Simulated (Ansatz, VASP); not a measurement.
## Two plane-wave programs on MgPbBr3

```xyz
5
Lattice="5.2796 0.0000 0.0000 0.0000 5.2796 0.0000 0.0000 0.0000 5.2796" Properties=species:S:1:pos:R:3 pbc="T T T"
Mg    2.6398    2.6398    2.6398
Pb    0.0000    0.0000    0.0000
Br    0.0000    2.6398    2.6398
Br    2.6398    0.0000    2.6398
Br    2.6398    2.6398    0.0000
```

Change from the starting cell: species swapped into the TbBPd3 type (Pm-3m, No. 221).

Alike in both runs: functional PBE; k mesh 8 × 8 × 8; occupations gaussian, width 0.1 eV; no spin polarisation.

Ansatz relaxed the structure, and its values are those at the end. VASP's run is a single point on that final structure, the one shown.

```csv
,VASP,Ansatz
version,VASP 6.6.1,Ansatz 0.2.0
potentials or method,"VASP PAW PBE potentials, release 64 (Mg, Pb_d, Br), cutoff 520 eV","scalar-relativistic, plane waves, PAW"
valence electrons in the cell,37,45
```

```csv
,VASP,Ansatz,Ansatz less VASP
gap on the k mesh at the Fermi level (eV),none,none,-
pressure (GPa),-0.1,0.0,+0.08
```

A gap of «none» marks a metal or a gap that the smearing closes. VASP's potentials hold 37 valence electrons a cell and Ansatz's 45, so a difference there can come from the potentials and not from the codes.

Neither program's run includes spin-orbit coupling.
